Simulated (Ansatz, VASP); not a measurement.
**CdSe: VASP beside Ansatz**

File POSCAR:

```
CdSe
1.0
    2.9600480338      2.9600480338      0.0000000000
   -2.9600480338      2.9600480338      0.0000000000
    0.0000000000      2.9600480338      2.9600480338
Cd Se
1 1
Direct
    0.0000000000      0.0000000000      0.0000000000
    0.7500000000      0.2500000000      0.5000000000
```

The input INCAR.step1:

```
SYSTEM = CdSe
ALGO = Normal ; EDIFF = 1E-4
ENCUT = 520 ; GGA = PE
ISMEAR = 0 ; LASPH = .True.
LCHARG = .False. ; LREAL = .False.
LWAVE = .True. ; NBANDS = 16
NELM = 100 ; PREC = Accurate
SIGMA = 0.01
```

The input INCAR.step2:

```
SYSTEM = CdSe
ALGO = Normal ; EDIFF = 1E-6
ENCUT = 520 ; ISIF = 2
ISMEAR = 0 ; ISTART = 1
LASPH = .True. ; LCHARG = .False.
LMIXTAU = .True. ; LREAL = .False.
LWAVE = .False. ; METAGGA = R2SCAN
NBANDS = 16 ; NELM = 100
PREC = Accurate ; SIGMA = 0.01
```

File KPOINTS:

```
k-points
0
Gamma
  6 6 6
  0 0 0
```

Input for Ansatz:

```yaml
crystal:
  lattice:
    - [2.96004803385, 2.96004803385, 0.0]
    - [-2.96004803385, 2.96004803385, 0.0]
    - [0.0, 2.96004803385, 2.96004803385]
  atoms:
    - { symbol: Cd, position: [0.0, 0.0, 0.0] }
    - { symbol: Se, position: [0.75, 0.25, 0.5] }
kpoints:
  mp_grid: { grid: [6, 6, 6] }
scf:
  occupations: { method: fixed }
  convergence: { dr2_threshold: 1.0e-10 }
hamiltonian:
  xc: r2scan
  pseudopotentials: { kind: paw }
output:
  forces: true
  stress: true
  eigenstates:
    kpoints:
      - [0.0, 0.0, 0.0]
      - [-0.5, -0.5, -0.5]
      - [-0.5, 0.5, 0.0]
      - [0.0, 0.0, -0.5]
      - [0.0, -0.5, -0.5]
      - [0.0, 0.5, 0.0]
      - [-0.5, 0.0, 0.0]
      - [-0.5, 0.0, -0.5]
  eigenvalues: true
```

Alike in both runs: task single point; functional r2SCAN; k mesh 6 × 6 × 6; no spin polarisation.

```csv
,VASP,Ansatz
version,VASP 6.6.1,Ansatz 0.2.0
potentials or method,"VASP PAW PBE potentials, release 64 (Cd, Se)","PAW with Ansatz's default frozen-core files, scalar-relativistic"
plane-wave cutoff (eV),520,500
occupations,"gaussian, width 0.01 eV",fixed
valence electrons in the cell,18,36
```

```tsv
	VASP	Ansatz	Ansatz less VASP
gap on the k mesh at the Fermi level (eV)	1.27	1.27	+0.005
pressure (GPa)	7.4	7.0	-0.40
```

VASP's potentials were made for PBE, not for r2SCAN. VASP's potentials hold 18 valence electrons a cell and Ansatz's 36, so a difference there can come from the potentials and not from the codes.
